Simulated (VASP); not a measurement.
Here is a VASP 6.6.1 calculation.

The input INCAR:

```
PREC = Accurate
ENCUT = 520
EDIFF = 1E-7
ISMEAR = -1
SIGMA = 0.0922
LREAL = Auto
LASPH = True
NELM = 100
ALGO = Normal
ISIF = 2
LWAVE = False
LCHARG = False
GGA = PE
ISYM = 0
NBANDS = 103
```

The input KPOINTS:

```
Automatic mesh
0
Gamma
  1 1 1
  0.25 0.25 0.25
```

Contents of POSCAR:

```
Ti9Ni7
1.0
    6.1173580000      0.0376560000      0.0215690000
    0.0376560000      6.2512350000      0.3066880000
    0.0215690000      0.3066880000      6.5379140000
Ti Ni
9 7
Direct
    0.6157813227      0.4867909509      0.2611432744
    0.4386653294      0.5107964144      0.6586113395
    0.1576079954      0.8437553185      0.6567304070
    0.6584395056      0.8392345717      0.3735270831
    0.3608274472      0.2015864898      0.0456853907
    0.6888973996      0.1132345401      0.6302110272
    0.4989260798      0.7855601636      0.9106820291
    0.8572642058      0.5371915586      0.7064058144
   -0.0665627362      0.9159238237      0.0621753125
   -0.0257881166      0.1289627527      0.3207807406
    0.3462310994      0.2226611871      0.4202737490
    0.0535483268      0.5406912776      0.3729632249
    0.2735875340      0.8465050124      0.2933894605
    0.1150915091      0.2549816337      0.7379780132
    0.1807116951      0.5937467826     -0.0088674742
    0.7402940789      0.2442934633      0.0071852770
```

Potentials or basis: VASP PAW PBE potentials, release 64 (Ti_sv, Ni).

Run with:

```bash
$ cat potpaw_PBE.64/Ti_sv/POTCAR potpaw_PBE.64/Ni/POTCAR > POTCAR
$ mpirun -np 1 vasp_std > vasp.out
```

What does it give for the band gap on the k mesh?

0.09 eV.

What does it give for the largest force?

2.342 eV/Å.

Predict the pressure.

-5.1 GPa.

Forces in eV/Å, atoms in the order of the input:
```
Ti   0.656 -0.596 -0.403
Ti  -0.721 -1.012 -0.812
Ti  -0.611  2.109 -0.816
Ti  -0.553  0.665  0.807
Ti  -0.751 -0.369  0.156
Ti   0.324  0.627  0.022
Ti   0.892  0.907  1.709
Ti  -0.019  0.009 -0.088
Ti   1.009 -1.106 -1.328
Ni   0.264  0.952  1.031
Ni  -0.207 -0.508  0.442
Ni  -0.168 -0.473  0.114
Ni   0.171 -0.127 -0.692
Ni  -0.228 -0.824  0.222
Ni  -0.217 -0.594  0.117
Ni   0.158  0.342 -0.481
```

Caveat: the k points lie up to 1.03 Å⁻¹ apart. Spin polarisation is off, so any magnetic state and its effect on volume and gap are missing.
